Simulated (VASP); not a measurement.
# Mg7Cl (Fm-3m) in VASP: a series of runs

The runs below take Mg7Cl through single point, relaxation of cell and atoms, with PBE.

All numbers are computed with VASP 6.6.1; they aren't measurements. Logs are shortened: lines on timing, memory, paths and dates and some standing lists are left out, and cuts for length are marked.

## 1. The cell of the first run

The structure is cubic, space group Fm-3m (No. 225). Conventional cell: a = 9.086 Å, b = 9.086 Å, c = 9.086 Å, α = 90.00°, β = 90.00°, γ = 90.00°. Within 4.2 Å of Mg (site symmetry mmm) lie 10 Mg at 3.21 Å and 2 Cl at 3.21 Å. Mg (site symmetry m-3m) has 12 Mg at 3.21 Å within 4.2 Å. Within 4.2 Å of Cl (site symmetry m-3m) lie 12 Mg at 3.21 Å.

## 2. Single point, PBE

File INCAR:

```
PREC = Accurate ; ENCUT = 520
EDIFF = 1E-7 ; ISMEAR = 0
SIGMA = 0.1 ; LREAL = F
LASPH = T ; NELM = 100
ALGO = Normal ; ISIF = 2
LWAVE = F ; LCHARG = T
GGA = PE ; LELF = T
LVHAR = T ; NBANDS = 20
```

File KPOINTS:

```
regular mesh
0
Gamma
  8 8 8
```

File POSCAR:

```
Mg7Cl
1.0
    0.0000000000      4.5430347171      4.5430347171
    4.5430347171      0.0000000000      4.5430347171
    4.5430347171      4.5430347171      0.0000000000
Mg Cl
7 1
Direct
    0.5000000000      0.0000000000      0.0000000000
    0.0000000000      0.5000000000      0.5000000000
    0.0000000000      0.5000000000      0.0000000000
    0.5000000000      0.0000000000      0.5000000000
    0.0000000000      0.0000000000      0.5000000000
    0.5000000000      0.5000000000      0.0000000000
    0.5000000000      0.5000000000      0.5000000000
    0.0000000000      0.0000000000      0.0000000000
```

Potentials or basis: VASP PAW PBE potentials, release 64 (Mg, Cl).

Run with:

```
$ cat potpaw_PBE.64/Mg/POTCAR potpaw_PBE.64/Cl/POTCAR > POTCAR
$ mpirun -np 1 vasp_std > vasp.out
```

OUTCAR:

```text
PREC = Accurate
   ENCUT = 520
   EDIFF = 1E-7
   ISMEAR = 0
   LREAL = F
   LASPH = T
   NELM = 100
   ISIF = 2
   GGA = PE

 ion  position               nearest neighbor table
   1  0.500  0.000  0.000-   4 3.21   6 3.21   4 3.21   5 3.21   7 3.21   3 3.21   6 3.21   7 3.21
                             3 3.21   5 3.21
   2  0.000  0.500  0.500-   3 3.21   5 3.21   7 3.21   3 3.21   6 3.21   4 3.21   5 3.21   4 3.21
                             6 3.21   7 3.21
   3  0.000  0.500  0.000-   2 3.21   6 3.21   2 3.21   5 3.21   7 3.21   1 3.21   5 3.21   1 3.21
                             6 3.21   7 3.21
   4  0.500  0.000  0.500-   1 3.21   5 3.21   7 3.21   1 3.21   6 3.21   2 3.21   6 3.21   7 3.21
                             2 3.21   5 3.21
   5  0.000  0.000  0.500-   2 3.21   4 3.21   1 3.21   3 3.21   2 3.21   3 3.21   7 3.21   1 3.21
                             4 3.21   7 3.21
   6  0.500  0.500  0.000-   1 3.21   3 3.21   7 3.21   2 3.21   4 3.21   7 3.21   1 3.21   4 3.21
                             2 3.21   3 3.21
   7  0.500  0.500  0.500-   2 3.21   4 3.21   6 3.21   1 3.21   3 3.21   6 3.21   1 3.21   4 3.21
                             5 3.21   2 3.21   3 3.21   5 3.21
   8  0.000  0.000  0.000-

  LATTYP: Found a face centered cubic cell.
 ALAT       =     9.0860694342

  Lattice vectors:

 A1 = (   0.0000000000,   4.5430347171,   4.5430347171)
 A2 = (   4.5430347171,   0.0000000000,   4.5430347171)
 A3 = (   4.5430347171,   4.5430347171,   0.0000000000)

Analysis of symmetry for initial positions (statically):
=====================================================================
 Subroutine PRICEL returns:
 Original cell was already a primitive cell.

 Routine SETGRP: Setting up the symmetry group for a
 face centered cubic supercell.

 Subroutine GETGRP returns: Found 48 space group operations
 (whereof 48 operations were pure point group operations)
 out of a pool of 48 trial point group operations.

The static configuration has the point symmetry O_h .

Analysis of symmetry for dynamics (positions and initial velocities):
=====================================================================
 Subroutine PRICEL returns:
 Original cell was already a primitive cell.

 Routine SETGRP: Setting up the symmetry group for a
 face centered cubic supercell.

 Subroutine GETGRP returns: Found 48 space group operations
 (whereof 48 operations were pure point group operations)
 out of a pool of 48 trial point group operations.

The dynamic configuration has the point symmetry O_h .

 Subroutine INISYM returns: Found 48 space group operations
 (whereof 48 operations are pure point group operations),
 and found     1 'primitive' translations

----------------------------------------------------------------------------------------

                                     Primitive cell

  volume of cell :     187.5289

  direct lattice vectors                    reciprocal lattice vectors
     0.000000000  4.543034717  4.543034717    -0.110058591  0.110058591  0.110058591
     4.543034717  0.000000000  4.543034717     0.110058591 -0.110058591  0.110058591
     4.543034717  4.543034717  0.000000000     0.110058591  0.110058591 -0.110058591

  length of vectors
     6.424821311  6.424821311  6.424821311     0.190627071  0.190627071  0.190627071

  position of ions in fractional coordinates (direct lattice)
     0.500000000  0.000000000  0.000000000
     0.000000000  0.500000000  0.500000000
     0.000000000  0.500000000  0.000000000
     0.500000000  0.000000000  0.500000000
     0.000000000  0.000000000  0.500000000
     0.500000000  0.500000000  0.000000000
     0.500000000  0.500000000  0.500000000
     0.000000000  0.000000000  0.000000000

  ion indices of the primitive-cell ions
   primitive index   ion index
                 1           1
                 2           2
                 3           3
                 4           4
                 5           5
                 6           6
                 7           7
                 8           8

----------------------------------------------------------------------------------------

 KPOINTS: regular mesh

Automatic generation of k-mesh.
 Grid dimensions read from file:
 generate k-points for:    8    8    8

 Generating k-lattice:

  Cartesian coordinates                     Fractional coordinates (reciprocal lattice)
    -0.013757324  0.013757324  0.013757324     0.125000000  0.000000000  0.000000000
     0.013757324 -0.013757324  0.013757324     0.000000000  0.125000000  0.000000000
     0.013757324  0.013757324 -0.013757324     0.000000000  0.000000000  0.125000000

  Length of vectors
     0.023828384  0.023828384  0.023828384

  Shift w.r.t. Gamma in fractional coordinates (k-lattice)
     0.000000000  0.000000000  0.000000000

 Subroutine IBZKPT returns following result:
 ===========================================

 Found     29 irreducible k-points:

 Following reciprocal coordinates:
            Coordinates               Weight
  0.000000  0.000000  0.000000      1.000000
  0.125000  0.000000  0.000000      8.000000
  0.250000  0.000000  0.000000      8.000000
  0.375000  0.000000  0.000000      8.000000
  0.500000  0.000000  0.000000      4.000000
  0.125000  0.125000  0.000000      6.000000
[... 16 lines left out ...]
  0.500000  0.250000  0.125000     48.000000
 -0.375000  0.250000  0.125000     24.000000
 [... further k-points ...]
   k-points           NKPTS =     29   k-points in BZ     NKDIM =     29   number of bands    NBANDS=     20
   number of dos      NEDOS =    301   number of ions     NIONS =      8
   total plane-waves  NPLWV = 110592
   dimension x,y,z NGX =    48 NGY =   48 NGZ =   48
   dimension x,y,z NGXF=    96 NGYF=   96 NGZF=   96
   ions per type =               7   1
   NGX,Y,Z   is equivalent  to a cutoff of  12.42, 12.42, 12.42 a.u.
   NGXF,Y,Z  is equivalent  to a cutoff of  24.84, 24.84, 24.84 a.u.
 SYSTEM =  unknown system
   PREC   = accura    normal or accurate (medium, high low for compatibility)
   ISTART =      0    job   : 0-new  1-cont  2-samecut
   ICHARG =      2    charge: 1-file 2-atom 10-const
   ISPIN  =      1    spin polarized calculation?
   LNONCOLLINEAR =      F non collinear calculations
   LSORBIT =      F    spin-orbit coupling
   LASPH  =      T    aspherical Exc in radial PAW
   ENCUT  =  520.0 eV  38.22 Ry    6.18 a.u.  11.95 11.95 11.95*2*pi/ulx,y,z
   NELM   =    100;   NELMIN=  2; NELMDL= -5     # of ELM steps
   EDIFF  = 0.1E-06   stopping-criterion for ELM
   LREAL  =      F    real-space projection
   EDIFFG = 0.1E-05   stopping-criterion for IOM
   NSW    =      0    number of steps for IOM
   IBRION =     -1    ionic relax: 0-MD 1-quasi-New 2-CG
   NFREE  =      0    steps in history (QN), initial steepest desc. (CG)
   ISIF   =      2    stress and relaxation
   ISYM   =      2    0-nonsym 1-usesym 2-fastsym
   POTIM  = 0.5000    time-step for ionic-motion
   TEBEG  =    0.0;   TEEND  =   0.0 temperature during run
   PSTRESS=    0.0 pullay stress
   NELECT =      21.0000    total number of electrons
   NUPDOWN=      -1.0000    fix difference up-down
   EMIN   =  10.00;   EMAX   =-10.00  energy-range for DOS
   EFERMI =   0.00;   METHOD = LEGACY
   ISMEAR =     0;   SIGMA  =   0.10  broadening in eV -4-tet -1-fermi 0-gaus
   EFERMI_NEDOS =   21; number of points for ismear=-14 and -15
   IALGO  =     38    algorithm
   IMIX   =      4    mixing-type and parameters
     AMIX     =   0.40;   BMIX     =  1.00
     AMIX_MAG =   1.60;   BMIX_MAG =  1.00
  volume/ion in A,a.u.               =      23.44       158.19
  Fermi-wavevector in a.u.,A,eV,Ry     =   0.789088  1.491159  8.471793  0.622659
  Thomas-Fermi vector in A             =   1.894159
   LORBIT       =      0    0 simple, 1 ext, 2 COOP (PROOUT), +10 PAW based schemes
   GGA     = PE    functional components
   LHFCALC =     F    Hartree Fock is set to
   AEXX    =    0.0000 exact exchange contribution
   IVDW    =     0    specifies the selected vdW correction
   LEPSILON=     F    determine dielectric tensor
   LRPA    =     F    only Hartree local field effects (RPA)
 non-spin polarized calculation
 Gauss-broadening in eV      SIGMA  =   0.10
  energy-cutoff  :      520.00
  volume of cell :      187.53
 maximum number of plane-waves:      5092
   NGX = 23   NGY = 23   NGZ = 23

 number of electron      20.9999998 magnetization

 Free energy of the ion-electron system (eV)
  ---------------------------------------------------
  ext. energy  EPLUGINS =         0.00000000
  ---------------------------------------------------
  free energy    TOTEN  =       -13.16734054 eV

  energy without entropy =      -13.15486480  energy(sigma->0) =      -13.16110267

 E-fermi :   3.0032     XC(G=0):  -8.4804

 val. band max:        2.9821661779   @ k =   0.2500   0.0000   0.0000
 cond. band min:       3.0207732488   @ k =  -0.3750   0.3750   0.0000
 fundamental gap:      0.0386070709
 Fermi energy:         3.0032131127

 k-point     1 :       0.0000    0.0000    0.0000
  band No.  band energies     occupation
      1     -13.6510      2.00000
      2      -3.3115      2.00000
      3      -2.4617      2.00000
      4      -2.4617      2.00000
      5      -2.4617      2.00000
      6       1.1291      2.00000
[... 12 lines left out ...]
     19       7.6142      0.00000
     20       8.8190      0.00000

 k-point     2 :       0.1250    0.0000    0.0000
  band No.  band energies     occupation
      1     -13.6500      2.00000
      2      -3.3418      2.00000
      3      -2.4714      2.00000
      4      -2.4714      2.00000
      5      -2.3627      2.00000
      6       0.5453      2.00000
[... 12 lines left out ...]
     19       7.9883      0.00000
     20       8.1495      0.00000
[... 465 lines left out ...]
      3      -2.7650      2.00000
      4      -2.5783      2.00000
      5      -1.4864      2.00000
      6      -0.6065      2.00000
[... 12 lines left out ...]
     19       6.8522      0.00000
     20       7.6340      0.00000

 k-point    24 :      -0.3750    0.2500    0.1250
  band No.  band energies     occupation
      1     -13.6433      2.00000
      2      -3.2811      2.00000
      3      -2.8227      2.00000
      4      -2.5984      2.00000
      5      -1.2064      2.00000
      6      -0.9485      2.00000
[... 12 lines left out ...]
     19       7.1748      0.00000
     20       7.1961      0.00000

 [... further k-points ...]
[... 5 lines left out ...]
  --------------------------------------------------------------------------------------
  -------------------------------------------------------------------------------------
  Total       -0.1284079     -0.1284079     -0.1284079      0.0000000     -0.0000000     -0.0000000
  in kB       -1.0970694     -1.0970694     -1.0970694      0.0000000     -0.0000000     -0.0000000
  external PRESSURE =      -1.0970694 kB  Pullay stress =       0.0000000 kB

 VOLUME and BASIS-vectors are now :
 -----------------------------------------------------------------------------
  energy-cutoff  :      520.00
  volume of cell :      187.53
      direct lattice vectors                 reciprocal lattice vectors
     0.000000000  4.543034717  4.543034717    -0.110058591  0.110058591  0.110058591
     4.543034717  0.000000000  4.543034717     0.110058591 -0.110058591  0.110058591
     4.543034717  4.543034717  0.000000000     0.110058591  0.110058591 -0.110058591

 POSITION                                       TOTAL-FORCE (eV/Angst)
 -----------------------------------------------------------------------------------
      0.00000      2.27152      2.27152         0.000000      0.000000     -0.000000
      4.54303      2.27152      2.27152         0.000000     -0.000000      0.000000
      2.27152      0.00000      2.27152        -0.000000      0.000000      0.000000
      2.27152      4.54303      2.27152        -0.000000     -0.000000     -0.000000
      2.27152      2.27152      0.00000        -0.000000      0.000000      0.000000
      2.27152      2.27152      4.54303        -0.000000     -0.000000      0.000000
      4.54303      4.54303      4.54303        -0.000000     -0.000000      0.000000
      0.00000      0.00000      0.00000         0.000000     -0.000000      0.000000
 -----------------------------------------------------------------------------------
    total drift:                                0.000000     -0.000000     -0.000000

  FREE ENERGIE OF THE ION-ELECTRON SYSTEM (eV)
  ---------------------------------------------------
  free  energy   TOTEN  =       -13.1673405366 eV

  energy  without entropy=      -13.1548648042  energy(sigma->0) =      -13.16110267
```

Run time: 3.2 min. Hardware: 1 thread of AMD EPYC 7R43 (Zen 3), shared host; peak memory 0.32 GiB.

What came out:

| Quantity | Value |
| --- | --- |
| Free energy | -13.1673 eV |
| Pressure | -0.1 GPa |

Caveat: an odd number of electrons without spin polarisation forces a metal; a magnetic or distorted state may lie lower.

## 3. Relaxation of cell and atoms, PBE

This run uses another cell than the first one, of 23.07 Å³/atom, 0.984 times its volume.

File INCAR:

```
PREC = Accurate ; ENCUT = 600
EDIFF = 1E-7 ; ISMEAR = 0
SIGMA = 0.1 ; LREAL = False
LASPH = True ; NELM = 100
ALGO = Normal ; ISIF = 3
LWAVE = False ; LCHARG = False
GGA = PE ; IBRION = 2
NSW = 100 ; EDIFFG = -0.01
```

File KPOINTS:

```
Automatic mesh
0
Gamma
  8 8 8
```

Edit POSCAR of step 2 so:

```diff
@@ -2,5 +2,5 @@
 1.0
-    0.0000000000      4.5430347171      4.5430347171
-    4.5430347171      0.0000000000      4.5430347171
-    4.5430347171      4.5430347171      0.0000000000
+    0.0000000000      4.5188253500      4.5188253500
+    4.5188253500      0.0000000000      4.5188253500
+    4.5188253500      4.5188253500      0.0000000000
 Mg Cl
```

Potentials or basis: VASP PAW PBE potentials, release 64 (Mg, Cl).

Run with:

```
$ cat potpaw_PBE.64/Mg/POTCAR potpaw_PBE.64/Cl/POTCAR > POTCAR
$ mpirun -np 1 vasp_std > vasp.out
```

Wall time 9.9 min (1 thread of AMD EPYC 7R43 (Zen 3), shared host); peak memory 0.41 GiB.

Results (log left out):

```
Free energy                            : -13.1677 eV
Relaxed volume                         : 23.37 Å³/atom
Relaxed cell                           : a = 6.419 Å, b = 6.419 Å, c = 6.419 Å, α = 60.00°, β = 60.00°, γ = 60.00°
Space group after relaxing (to 0.05 Å) : Fm-3m (No. 225)
Energy gained by relaxing              : 0.4 meV/atom
Ionic steps                            : 3
Pressure after relaxing                : 0.0 GPa
```

The path:
```
step  energy change (eV)  largest force (eV/Å)  pressure (GPa)  volume (Å³)
   1              0.0000                0.0000            0.43       184.55
   2             -0.0029                0.0000            0.13       186.21
   3             -0.0032                0.0000            0.00       186.98
```

Final structure:
```xyz
8
Lattice="0.0000 4.5386 4.5386 4.5386 0.0000 4.5386 4.5386 4.5386 0.0000" Properties=species:S:1:pos:R:3 pbc="T T T"
Mg    0.0000    2.2693    2.2693
Mg    4.5386    2.2693    2.2693
Mg    2.2693    0.0000    2.2693
Mg    2.2693    4.5386    2.2693
Mg    2.2693    2.2693    0.0000
Mg    2.2693    2.2693    4.5386
Mg    4.5386    4.5386    4.5386
Cl    0.0000    0.0000    0.0000
```

Levels at points of the mesh, in eV from the Fermi level:
```csv
k point,band 9,band 10,band 11,band 12,band 13,band 14
"(0.00, 0.00, 0.00)",-1.46,-1.08,-1.08,-1.08,-0.18,0.65
"(0.50, 0.00, 0.00)",-1.97,-0.44,-0.24,-0.24,1.38,1.38
"(0.50, 0.50, 0.00)",-2.01,-1.17,1.26,1.26,1.86,2.09
```

Caveat: an odd number of electrons without spin polarisation forces a metal; a magnetic or distorted state may lie lower.

## 4. Single point, PBE

This run uses another cell than the first one, of 17.37 Å³/atom, 0.741 times its volume.

File INCAR:

```
SYSTEM = Mg7Cl
ALGO = Normal ; EDIFF = 1E-6
ENCUT = 520 ; GGA = PE
ISIF = 2 ; ISMEAR = 0
LASPH = .True. ; LCHARG = .False.
LREAL = .False. ; LWAVE = .False.
NBANDS = 20 ; NELM = 100
PREC = Accurate ; SIGMA = 0.1
```

File KPOINTS:

```
k-points
0
Gamma
  4 4 4
  0 0 0
```

Edit POSCAR of step 3 so:

```diff
@@ -2,5 +2,5 @@
 1.0
-    0.0000000000      4.5188253500      4.5188253500
-    4.5188253500      0.0000000000      4.5188253500
-    4.5188253500      4.5188253500      0.0000000000
+    0.0000000000      4.1108645400      4.1108645400
+    4.1108645400      0.0000000000      4.1108645400
+    4.1108645400      4.1108645400      0.0000000000
 Mg Cl
```

Run with:

```
$ cat potpaw_PBE.64/Mg/POTCAR potpaw_PBE.64/Cl/POTCAR > POTCAR
$ mpirun -np 1 vasp_std > vasp.out
```

Wall time 54 s (1 thread of AMD EPYC 7R43 (Zen 3), shared host); peak memory 0.26 GiB.

It converged, with:

```yaml
Free_energy: -11.0973 eV
Pressure: 16.9 GPa
```

Levels at points of the mesh, in eV from the Fermi level:
| k point | band 6 | band 7 | band 8 | band 9 | band 10 | band 11 | band 12 | band 13 | band 14 | band 15 |
| --- | --- | --- | --- | --- | --- | --- | --- | --- | --- | --- |
| (0.00, 0.00, 0.00) | -2.54 | -1.72 | -1.72 | -1.72 | -1.46 | -1.46 | -1.46 | -0.09 | 0.39 | 0.39 |
| (0.50, 0.00, 0.00) | -4.67 | -2.68 | -2.68 | -2.49 | -0.76 | 0.02 | 0.02 | 1.21 | 1.21 | 2.76 |
| (0.50, 0.50, 0.00) | -4.27 | -4.06 | -2.28 | -2.28 | -1.29 | 1.14 | 1.14 | 1.38 | 2.04 | 3.01 |

Caveat: an odd number of electrons without spin polarisation forces a metal; a magnetic or distorted state may lie lower.

## 5. Single point, PBE

This run uses another cell than the first one, of 23.07 Å³/atom, 0.984 times its volume.

File INCAR:

```
  PREC = Accurate
  ENCUT = 520
  EDIFF = 1E-6
  ISMEAR = 0
  SIGMA = 0.1
  LREAL = F
  LASPH = T
  NELM = 80
  ALGO = Normal
  ISIF = 2
  LWAVE = F
  LCHARG = F
  GGA = PE
  NBANDS = 20
```

File KPOINTS:

```
regular mesh
0
Gamma
  4 4 4
```

Edit POSCAR of step 4 so:

```diff
@@ -2,5 +2,5 @@
 1.0
-    0.0000000000      4.1108645400      4.1108645400
-    4.1108645400      0.0000000000      4.1108645400
-    4.1108645400      4.1108645400      0.0000000000
+    0.0000000000      4.5188253500      4.5188253500
+    4.5188253500      0.0000000000      4.5188253500
+    4.5188253500      4.5188253500      0.0000000000
 Mg Cl
```

Run with:

```
$ cat potpaw_PBE.64/Mg/POTCAR potpaw_PBE.64/Cl/POTCAR > POTCAR
$ mpirun -np 1 vasp_std > vasp.out
```

It took 80 s on 1 thread of AMD EPYC, shared host; peak memory 0.28 GiB.

It converged, with:

```yaml
Free_energy: -13.0498 eV
Pressure: 0.3 GPa
```

Levels at points of the mesh, in eV from the Fermi level:
| k point | band 7 | band 8 | band 9 | band 10 | band 11 | band 12 | band 13 | band 14 |
| --- | --- | --- | --- | --- | --- | --- | --- | --- |
| (0.00, 0.00, 0.00) | -1.43 | -1.43 | -1.43 | -1.06 | -1.06 | -1.06 | -0.12 | 0.68 |
| (0.50, 0.00, 0.00) | -2.08 | -2.08 | -1.94 | -0.42 | -0.19 | -0.19 | 1.41 | 1.41 |
| (0.50, 0.50, 0.00) | -3.39 | -1.98 | -1.98 | -1.15 | 1.30 | 1.30 | 1.88 | 2.13 |

Caveat: an odd number of electrons without spin polarisation forces a metal; a magnetic or distorted state may lie lower.

(Part 1 of 2 ends here.)
